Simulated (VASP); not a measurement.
The system is CdTe.

```xyz
2
Lattice="0.0000 3.2800 3.2800 3.2800 0.0000 3.2800 3.2800 3.2800 0.0000" Properties=species:S:1:pos:R:3 pbc="T T T"
Cd    0.0000    0.0000    0.0000
Te    1.6400    1.6400    1.6400
```

Program: VASP 6.6.1. Alike in all runs: task single point; potentials or basis VASP PAW PBE potentials, release 64 (Cd, Te); cell as given; cutoff (eV) 520. Hardware: 1 thread of Intel(R) Xeon(R) 6975P-C (Granite Rapids), on a shared host.

Order these runs on this cell by their wall time, lowest first.
A. level HSE06; spin non-collinear, zero start, SOC; k mesh 4 × 4 × 4; smearing gaussian 0.01 eV; grid for exact exchange (PRECFOCK) Normal; screening parameter 0.2079 1/Å
B. level PBE; spin non-collinear, zero start, SOC; k mesh 6 × 6 × 6; smearing fermi-dirac 0.02 eV
C. level PBE; spin off; k mesh 4 × 4 × 4; smearing gaussian 0.01 eV

C (6.3 s), B (50 s), A (4100 s).

Caveats: some runs use coarse meshes.
